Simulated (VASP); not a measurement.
Wanted: the native input for a VASP 6.6.1 run.

| Item | Value |
| --- | --- |
| Task | relaxation of cell and atoms |
| Functional | PBE |
| Potentials or basis | VASP PAW PBE potentials, release 64 (Nd_3, Tl_d, P), 4f in core |
| Cutoff | 500 eV |
| k mesh | 6 × 6 × 6 |
| Occupations | gaussian, width 0.1 eV |
| Spin | no spin polarisation |
| Dipole correction | no |
| Further INCAR settings | ALGO = Normal; EDIFF = 1e-07; IBRION = 2; EDIFFG = -0.01; NSW = 100; ISIF = 3 |

The structure of NdTl2P3 lies in POSCAR:

```
NdTl2P3
1.0
    6.3992038991      0.0000000000      0.0000000000
   -3.1996019496      5.5418731406      0.0000000000
    0.0000000000      0.0000000000      5.2689986146
Nd Tl P
1 2 3
Direct
    0.3333333333      0.6666666667      0.0000000000
    0.6666666667      0.3333333333      0.5000000000
    0.0000000000      0.0000000000      0.0000000000
    0.2163567317      0.7836432683      0.5000000000
    0.2163567317      0.4327134634      0.5000000000
    0.5672865366      0.7836432683      0.5000000000
```

The cell was generated, and may not be a known phase.

These files were run (other wordings do the same):

INCAR

```
PREC = Accurate
ENCUT = 500
EDIFF = 1E-7
ISMEAR = 0
SIGMA = 0.1
LREAL = False
LASPH = True
NELM = 200
ALGO = Normal
ISIF = 3
LWAVE = False
LCHARG = False
GGA = PE
IBRION = 2
NSW = 100
EDIFFG = -0.01
GGA_COMPAT = False
NELMIN = 4
LMAXMIX = 6
```

KPOINTS

```
Automatic mesh
0
Gamma
  6 6 6
```

Potentials or basis: VASP PAW PBE potentials, release 64 (Nd_3, Tl_d, P), 4f in core.

The run is started by

```console
$ cat potpaw_PBE.64/Nd_3/POTCAR potpaw_PBE.64/Tl_d/POTCAR potpaw_PBE.64/P/POTCAR > POTCAR
$ mpirun -np 1 vasp_std > vasp.out
```

Results of the run:

The relaxed volume is 30.14 Å³/atom. The relaxed cell is a = 6.282 Å, b = 6.282 Å, c = 5.292 Å, α = 90.00°, β = 90.00°, γ = 120.00°. The space group after relaxing (to 0.1 Å) is P-6m2 (No. 187) and the energy gained by relaxing is 2.5 meV/atom. The ionic steps are 6 and the pressure after relaxing is 0.0 GPa. The largest force after relaxing is 0.003 eV/Å and the band gap on the k mesh is zero (bands 26 and 27 overlap by 0.82 eV).

Caveat: spin-orbit coupling is left out, which moves the levels of the heavy elements; the 4f electrons are frozen in the core, so they carry no moment and show no levels.

Run time: 11 min on 1 thread of Intel(R) Xeon(R) Platinum 8259CL CPU @ 2.50GHz (Skylake/Cascade Lake), on a shared host, peak memory 0.41 GiB.
